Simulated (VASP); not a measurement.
Mo, 2 atoms in the cell. The structure is cubic, space group Fd-3m (No. 227). Conventional cell: a = 5.329 Å, b = 5.329 Å, c = 5.329 Å, α = 90.00°, β = 90.00°, γ = 90.00°. Mo (site symmetry -43m) has 4 Mo at 2.31 Å within 3.0 Å. 

| Property | Result |
| --- | --- |
| Program | VASP 6.6.1 |
| Task | relaxation of cell and atoms |
| Functional | PBE |
| Potentials or basis | VASP PAW PBE potentials, release 64 (Mo_sv) |
| Cutoff | 600 eV |
| k mesh | 13 × 13 × 13 |
| Occupations | fermi-dirac, width 0.05 eV |
| Spin | no spin polarisation |
| Target pressure | 31 GPa |
| Dipole correction | no |
| Further INCAR settings | ALGO = Normal; EDIFF = 1e-06; IBRION = 2; EDIFFG = -0.005; NSW = 32; ISIF = 3 |

Potentials or basis: VASP PAW PBE potentials, release 64 (Mo_sv).

Command:

```bash
$ cat potpaw_PBE.64/Mo_sv/POTCAR > POTCAR
$ mpirun -np 1 vasp_std > vasp.out
```

Hardware: 1 thread of Intel(R) Xeon(R) 6975P-C (Granite Rapids), with other jobs on the host.

Problem. Estimate the wall time of this run.

Solution. It took 54 s on 1 thread of Intel(R) Xeon(R) 6975P-C (Granite Rapids), on a shared host, peak memory 0.2 GiB. Counts: scf iterations 25, k points 84, ion steps 3.
